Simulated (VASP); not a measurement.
# Sb (Fm-3m) in VASP: a series of runs, part 2 of 2

VASP 6.6.1. Earlier steps stand in the parts before.

## Step 4: Single point, PBEsol

This run uses another cell than the first one, of 24.45 Å³/atom, 1.204 times its volume.

INCAR

```
SYSTEM = Sb
PREC     = Accurate       ! precision mode
ENCUT    = 520            ! plane-wave cutoff, eV
EDIFF    = 1E-7           ! SCF threshold, eV
ISMEAR   = -1             ! smearing method
SIGMA    = 0.05           ! smearing width, eV
LREAL    = .FALSE.        ! projectors in reciprocal space
LASPH    = .TRUE.         ! aspherical terms in the spheres
NELM     = 100            ! most SCF steps
ALGO     = Normal         ! electronic algorithm
ISIF     = 2              ! what is computed and relaxed
LWAVE    = .FALSE.        ! write WAVECAR
LCHARG   = .FALSE.        ! write CHGCAR
GGA      = PS             ! functional
NBANDS   = 8              ! bands
```

KPOINTS

```
Automatic mesh
0
G
  10 10 10
  0 0 0
```

POSCAR

```
Sb
1.0
    0.0000000000      2.3037282680      2.3037282680
    2.3037282680      0.0000000000      2.3037282680
    2.3037282680      2.3037282680      0.0000000000
Sb
1
Direct
    0.0000000000      0.0000000000      0.0000000000
```

Potentials or basis: VASP PAW PBE potentials, release 64 (Sb).

Launch:

```bash
$ cat potpaw_PBE.64/Sb/POTCAR > POTCAR
$ mpirun -np 1 vasp_std > vasp.out
```

OUTCAR:

```text
SYSTEM = Sb
   PREC = Accurate
   ENCUT = 520
   EDIFF = 1E-7
   ISMEAR = -1
   LREAL = .FALSE.
   LASPH = .TRUE.
   NELM = 100
   ISIF = 2
   GGA = PS

 ion  position               nearest neighbor table
   1  0.000  0.000  0.000-

  LATTYP: Found a face centered cubic cell.
 ALAT       =     4.6074565360

  Lattice vectors:

 A1 = (   0.0000000000,   2.3037282680,   2.3037282680)
 A2 = (   2.3037282680,   0.0000000000,   2.3037282680)
 A3 = (   2.3037282680,   2.3037282680,   0.0000000000)

Analysis of symmetry for initial positions (statically):
=====================================================================
 Subroutine PRICEL returns:
 Original cell was already a primitive cell.

 Routine SETGRP: Setting up the symmetry group for a
 face centered cubic supercell.

 Subroutine GETGRP returns: Found 48 space group operations
[... 9 lines left out ...]

 Routine SETGRP: Setting up the symmetry group for a
 face centered cubic supercell.

 Subroutine GETGRP returns: Found 48 space group operations
[... 11 lines left out ...]
                                     Primitive cell

  volume of cell :      24.4525

  direct lattice vectors                    reciprocal lattice vectors
     0.000000000  2.303728268  2.303728268    -0.217039486  0.217039486  0.217039486
     2.303728268  0.000000000  2.303728268     0.217039486 -0.217039486  0.217039486
     2.303728268  2.303728268  0.000000000     0.217039486  0.217039486 -0.217039486

  length of vectors
     3.257963761  3.257963761  3.257963761     0.375923418  0.375923418  0.375923418

  position of ions in fractional coordinates (direct lattice)
     0.000000000  0.000000000  0.000000000

  ion indices of the primitive-cell ions
   primitive index   ion index
                 1           1

----------------------------------------------------------------------------------------

 KPOINTS: Automatic mesh

Automatic generation of k-mesh.
 Grid dimensions read from file:
 generate k-points for:   10   10   10

 Generating k-lattice:

  Cartesian coordinates                     Fractional coordinates (reciprocal lattice)
    -0.021703949  0.021703949  0.021703949     0.100000000  0.000000000  0.000000000
     0.021703949 -0.021703949  0.021703949     0.000000000  0.100000000  0.000000000
     0.021703949  0.021703949 -0.021703949     0.000000000  0.000000000  0.100000000

  Length of vectors
     0.037592342  0.037592342  0.037592342

  Shift w.r.t. Gamma in fractional coordinates (k-lattice)
     0.000000000  0.000000000  0.000000000

 Subroutine IBZKPT returns following result:
 ===========================================

 Found     47 irreducible k-points:

 Following reciprocal coordinates:
            Coordinates               Weight
  0.000000  0.000000  0.000000      1.000000
  0.100000  0.000000  0.000000      8.000000
  0.200000  0.000000  0.000000      8.000000
  0.300000  0.000000  0.000000      8.000000
  0.400000  0.000000  0.000000      8.000000
  0.500000  0.000000  0.000000      4.000000
[... 16 lines left out ...]
  0.300000  0.300000  0.000000      6.000000
  0.400000  0.300000  0.000000     24.000000
 [... further k-points ...]
   k-points           NKPTS =     47   k-points in BZ     NKDIM =     47   number of bands    NBANDS=      8
   number of dos      NEDOS =    301   number of ions     NIONS =      1
   total plane-waves  NPLWV =  13824
   dimension x,y,z NGX =    24 NGY =   24 NGZ =   24
   dimension x,y,z NGXF=    48 NGYF=   48 NGZF=   48
   ions per type =               1
   NGX,Y,Z   is equivalent  to a cutoff of  12.25, 12.25, 12.25 a.u.
   NGXF,Y,Z  is equivalent  to a cutoff of  24.49, 24.49, 24.49 a.u.
 SYSTEM =  Sb
   PREC   = accura    normal or accurate (medium, high low for compatibility)
   ISTART =      0    job   : 0-new  1-cont  2-samecut
   ICHARG =      2    charge: 1-file 2-atom 10-const
   ISPIN  =      1    spin polarized calculation?
   LNONCOLLINEAR =      F non collinear calculations
   LSORBIT =      F    spin-orbit coupling
   LASPH  =      T    aspherical Exc in radial PAW
   ENCUT  =  520.0 eV  38.22 Ry    6.18 a.u.   6.06  6.06  6.06*2*pi/ulx,y,z
   NELM   =    100;   NELMIN=  2; NELMDL= -5     # of ELM steps
   EDIFF  = 0.1E-06   stopping-criterion for ELM
   LREAL  =      F    real-space projection
   EDIFFG = 0.1E-05   stopping-criterion for IOM
   NSW    =      0    number of steps for IOM
   IBRION =     -1    ionic relax: 0-MD 1-quasi-New 2-CG
   NFREE  =      0    steps in history (QN), initial steepest desc. (CG)
   ISIF   =      2    stress and relaxation
   ISYM   =      2    0-nonsym 1-usesym 2-fastsym
   POTIM  = 0.5000    time-step for ionic-motion
   TEBEG  =    0.0;   TEEND  =   0.0 temperature during run
   PSTRESS=    0.0 pullay stress
   NELECT =       5.0000    total number of electrons
   NUPDOWN=      -1.0000    fix difference up-down
   EMIN   =  10.00;   EMAX   =-10.00  energy-range for DOS
   EFERMI =   0.00;   METHOD = LEGACY
   ISMEAR =    -1;   SIGMA  =   0.05  broadening in eV -4-tet -1-fermi 0-gaus
   EFERMI_NEDOS =   21; number of points for ismear=-14 and -15
   IALGO  =     38    algorithm
   IMIX   =      4    mixing-type and parameters
     AMIX     =   0.40;   BMIX     =  1.00
     AMIX_MAG =   1.60;   BMIX_MAG =  1.00
  volume/ion in A,a.u.               =      24.45       165.01
  Fermi-wavevector in a.u.,A,eV,Ry     =   0.964473  1.822590 12.656261  0.930209
  Thomas-Fermi vector in A             =   2.094108
   LORBIT       =      0    0 simple, 1 ext, 2 COOP (PROOUT), +10 PAW based schemes
   GGA     = PS    functional components
   LHFCALC =     F    Hartree Fock is set to
   AEXX    =    0.0000 exact exchange contribution
   IVDW    =     0    specifies the selected vdW correction
   LEPSILON=     F    determine dielectric tensor
   LRPA    =     F    only Hartree local field effects (RPA)
 non-spin polarized calculation
  energy-cutoff  :      520.00
  volume of cell :       24.45
 maximum number of plane-waves:       678
   NGX = 13   NGY = 13   NGZ = 13

 number of electron       4.9999999 magnetization

 Free energy of the ion-electron system (eV)
  ---------------------------------------------------
  ext. energy  EPLUGINS =         0.00000000
  ---------------------------------------------------
  free energy    TOTEN  =        -4.27470419 eV

  energy without entropy =       -4.26893475  energy(sigma->0) =       -4.27181947

 E-fermi :   9.6461     XC(G=0): -10.7571

 val. band max:        9.6316613075   @ k =  -0.2000   0.2000   0.0000
 cond. band min:       9.6469167727   @ k =   0.5000   0.4000   0.1000
 fundamental gap:      0.0152554653
 Fermi energy:         9.6460842811

 k-point     1 :       0.0000    0.0000    0.0000
  band No.  band energies     occupation
      1      -4.0505      2.00000
      2      15.7369      0.00000
      3      15.7369      0.00000
      4      15.7369      0.00000
      5      19.9215      0.00000
      6      20.0051      0.00000
      7      20.0051      0.00000
      8      20.0051      0.00000

 k-point     2 :       0.1000    0.0000    0.0000
  band No.  band energies     occupation
      1      -3.8337      2.00000
      2      13.7885      0.00000
      3      15.4330      0.00000
      4      15.4330      0.00000
      5      18.8191      0.00000
      6      20.4834      0.00000
      7      20.4834      0.00000
      8      22.3488      0.00000

 k-point     3 :       0.2000    0.0000    0.0000
  band No.  band energies     occupation
      1      -3.1864      2.00000
      2      10.5114      0.00000
      3      14.8307      0.00000
      4      14.8307      0.00000
      5      18.3992      0.00000
      6      20.8698      0.00000
      7      20.8698      0.00000
      8      22.3248      0.00000
[... 210 lines left out ...]
 k-point    23 :       0.3000    0.3000    0.0000
  band No.  band energies     occupation
      1      -1.4679      2.00000
      2       9.4668      1.94605
      3      11.3287      0.00000
      4      11.3287      0.00000
      5      15.1656      0.00000
      6      15.4525      0.00000
      7      25.9955      0.00000
      8      26.0046      0.00000

 k-point    24 :       0.4000    0.3000    0.0000
  band No.  band energies     occupation
      1      -0.4270      2.00000
      2       7.6524      2.00000
      3       9.8905      0.01495
      4      10.9303      0.00000
      5      14.8734      0.00000
      6      16.2525      0.00000
      7      25.1635      0.00000
      8      26.0463      0.00000

 [... further k-points ...]
[... 5 lines left out ...]
  --------------------------------------------------------------------------------------
  -------------------------------------------------------------------------------------
  Total        0.7669341      0.7669341      0.7669341      0.0000000      0.0000000     -0.0000000
  in kB       50.2510231     50.2510231     50.2510231      0.0000000      0.0000000     -0.0000000
  external PRESSURE =      50.2510231 kB  Pullay stress =       0.0000000 kB

 VOLUME and BASIS-vectors are now :
 -----------------------------------------------------------------------------
  energy-cutoff  :      520.00
  volume of cell :       24.45
      direct lattice vectors                 reciprocal lattice vectors
     0.000000000  2.303728268  2.303728268    -0.217039486  0.217039486  0.217039486
     2.303728268  0.000000000  2.303728268     0.217039486 -0.217039486  0.217039486
     2.303728268  2.303728268  0.000000000     0.217039486  0.217039486 -0.217039486

 POSITION                                       TOTAL-FORCE (eV/Angst)
 -----------------------------------------------------------------------------------
      0.00000      0.00000      0.00000         0.000000      0.000000      0.000000
 -----------------------------------------------------------------------------------
    total drift:                                0.000000     -0.000000     -0.000000

  FREE ENERGIE OF THE ION-ELECTRON SYSTEM (eV)
  ---------------------------------------------------
  free  energy   TOTEN  =        -4.2747041914 eV

  energy  without entropy=       -4.2689347459  energy(sigma->0) =       -4.27181947
```

It took 5.8 s on 1 thread of Intel Xeon 6975P-C, shared host; peak memory 0.14 GiB.

What came out:

| Property | Result |
| --- | --- |
| Free energy | -4.2747 eV |
| Pressure | 5.0 GPa |

Caveat: the PAW data sets were made with another functional, which shifts forces and pressure a little; spin-orbit coupling is left out, which moves the levels of the heavy elements.

## Step 5: Single point, PBEsol

This run uses another cell than the first one, of 23.24 Å³/atom, 1.144 times its volume.

INCAR

```
SYSTEM = Sb
PREC = Accurate
ENCUT = 520
EDIFF = 1E-6
ISMEAR = -1
SIGMA = 0.05
LREAL = .FALSE.
LASPH = .TRUE.
NELM = 80
ALGO = Normal
ISIF = 2
LWAVE = .FALSE.
LCHARG = .FALSE.
GGA = PS
NBANDS = 8
```

KPOINTS

```
regular mesh
0
G
  10 10 10
  0 0 0
```

POSCAR

```
Sb
1.0
    0.0000000000      2.2650085668      2.2650085668
    2.2650085668      0.0000000000      2.2650085668
    2.2650085668      2.2650085668      0.0000000000
Sb
1
Direct
    0.0000000000      0.0000000000      0.0000000000
```

Potentials or basis: VASP PAW PBE potentials, release 64 (Sb).

Launch:

```bash
$ cat potpaw_PBE.64/Sb/POTCAR > POTCAR
$ mpirun -np 1 vasp_std > vasp.out
```

OUTCAR:

```text
SYSTEM = Sb
   PREC = Accurate
   ENCUT = 520
   EDIFF = 1E-6
   ISMEAR = -1
   LREAL = .FALSE.
   LASPH = .TRUE.
   NELM = 80
   ISIF = 2
   GGA = PS

 ion  position               nearest neighbor table
   1  0.000  0.000  0.000-

  LATTYP: Found a face centered cubic cell.
 ALAT       =     4.5300171336

  Lattice vectors:

 A1 = (   0.0000000000,   2.2650085668,   2.2650085668)
 A2 = (   2.2650085668,   0.0000000000,   2.2650085668)
 A3 = (   2.2650085668,   2.2650085668,   0.0000000000)

Analysis of symmetry for initial positions (statically):
[... 434 lines left out ...]
      3      10.6048      0.02106
      4      11.7245      0.00000
      5      15.6386      0.00000
      6      17.1027      0.00000
      7      26.2325      0.00000
      8      27.2244      0.00000

 [... further k-points ...]
[... 5 lines left out ...]
  --------------------------------------------------------------------------------------
  -------------------------------------------------------------------------------------
  Total        1.4602872      1.4602872      1.4602872      0.0000000      0.0000000      0.0000000
  in kB      100.6721440    100.6721440    100.6721440      0.0000000      0.0000000      0.0000000
  external PRESSURE =     100.6721440 kB  Pullay stress =       0.0000000 kB

 VOLUME and BASIS-vectors are now :
 -----------------------------------------------------------------------------
  energy-cutoff  :      520.00
  volume of cell :       23.24
      direct lattice vectors                 reciprocal lattice vectors
     0.000000000  2.265008567  2.265008567    -0.220749717  0.220749717  0.220749717
     2.265008567  0.000000000  2.265008567     0.220749717 -0.220749717  0.220749717
     2.265008567  2.265008567  0.000000000     0.220749717  0.220749717 -0.220749717

 POSITION                                       TOTAL-FORCE (eV/Angst)
 -----------------------------------------------------------------------------------
      0.00000      0.00000      0.00000         0.000000      0.000000      0.000000
 -----------------------------------------------------------------------------------
    total drift:                                0.000000      0.000000      0.000000

  FREE ENERGIE OF THE ION-ELECTRON SYSTEM (eV)
  ---------------------------------------------------
  free  energy   TOTEN  =        -4.2182905415 eV

  energy  without entropy=       -4.2130167142  energy(sigma->0) =       -4.21565363
```

Run time: 4.7 s. Hardware: 1 thread of Intel Xeon 6975P-C, shared host; peak memory 0.13 GiB.

Results:

```yaml
Free_energy: -4.2183 eV
Pressure: 10.1 GPa
```

Caveat: the PAW data sets were made with another functional, which shifts forces and pressure a little; spin-orbit coupling is left out, which moves the levels of the heavy elements.

## Step 6: Overview

| cell | gap on the mesh (eV) | pressure (GPa) |
| --- | --- | --- |
| a = 3.063 Å, angles 60.0°, 1 atom | none | 30.5 |
| a = 3.122 Å, angles 60.0°, 1 atom | none | 20.3 |
| a = 3.258 Å, angles 60.0°, 1 atom | none | 5.0 |
| a = 3.203 Å, angles 60.0°, 1 atom | none | 10.1 |

Alike in all rows: task single point; level PBEsol; potentials or basis VASP PAW PBE potentials, release 64 (Sb); no spin polarisation; k mesh 10 × 10 × 10; cutoff (eV) 520; smearing fermi-dirac 0.05 eV.

Caveats: the PAW data sets were made with another functional, which shifts forces and pressure a little; spin-orbit coupling is left out, which moves the levels of the heavy elements.

Total energies depend on the potentials used, so only differences within one code and one set of settings carry meaning.
